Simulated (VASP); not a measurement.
A run of VASP 6.6.1:

Contents of INCAR:

```
PREC     = Accurate       # precision mode
ENCUT    = 520            # plane-wave cutoff, eV
EDIFF    = 1E-6           # SCF threshold, eV
ISMEAR   = -1             # smearing method
SIGMA    = 0.1            # smearing width, eV
LREAL    = False          # projectors in reciprocal space
LASPH    = True           # aspherical terms in the spheres
NELM     = 60             # most SCF steps
ALGO     = Normal         # electronic algorithm
ISIF     = 2              # what is computed and relaxed
LWAVE    = False          # write WAVECAR
LCHARG   = False          # write CHGCAR
GGA      = PE             # functional
NBANDS   = 8              # bands
```

Contents of KPOINTS:

```
regular mesh
0
Gamma
  17 17 17
```

POSCAR

```
Sb
1.0
    0.0000000000      1.8857607080      1.8857607080
    1.8857607080      0.0000000000      1.8857607080
    1.8857607080      1.8857607080      0.0000000000
Sb
1
Direct
    0.0000000000      0.0000000000      0.0000000000
```

Potentials or basis: VASP PAW PBE potentials, release 64 (Sb).

Run with:

```bash
$ cat potpaw_PBE.64/Sb/POTCAR > POTCAR
$ mpirun -np 1 vasp_std > vasp.out
```

Hardware: 1 thread of Intel Xeon 8259CL (shared host).

Question: How long does it take, and how much memory?

Answer: It took 24 s on 1 thread of Intel Xeon 8259CL (shared host), peak memory 0.13 GiB. Counts: scf iterations 10, k points 165.
